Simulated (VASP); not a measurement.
A run of VASP 6.6.1 is set up as follows.

INCAR

```
SYSTEM = N
PREC = Accurate
ENCUT = 520
EDIFF = 1E-7
ISMEAR = -1
SIGMA = 0.05
LREAL = .FALSE.
LASPH = .TRUE.
NELM = 60
ALGO = Normal
ISIF = 2
LWAVE = .FALSE.
LCHARG = .FALSE.
GGA = PE
NBANDS = 42
```

KPOINTS

```
Automatic mesh
0
G
  1 1 1
  0 0 0
```

POSCAR

```
N
1.0
    7.6766930000      0.0000000000      0.0000000000
    0.0000000000      7.6766930000      0.0000000000
    0.0000000000      0.0000000000      7.6766930000
N
12
Direct
    0.8524894769      0.6093509275      0.6316131178
    0.8239355149      0.6689859813      0.7565106485
    0.2516578428      0.4895467358      0.7071274050
    0.3799292221      0.5417306645      0.6680741304
    0.5421996164      0.8230106375      0.1504423845
    0.5076274380      0.9064059224      0.0352756063
    0.7768318988      0.1875026134      0.5994247784
    0.7198281864      0.2587833068      0.7086905781
    0.1463260287      0.9022114080      0.2937071992
    0.0086365314      0.8765493162      0.2729039705
    0.7744871392      0.4733288149      1.1127838511
    0.7599756822      0.3500726159      1.1857710084
```

Potentials or basis: VASP PAW PBE potentials, release 64 (N).

The run is started by

```sh
$ cat potpaw_PBE.64/N/POTCAR > POTCAR
$ mpirun -np 1 vasp_gam > vasp.out
```

(1) Estimate the pressure.

(2) Predict the largest force.

Answers

(1) 1.8 GPa.

(2) 4.732 eV/Å.

Caveat: the k points lie up to 0.82 Å⁻¹ apart; the standard files for N, O and F lose accuracy on very short bonds; the atoms stand as in a frame of molecular dynamics.
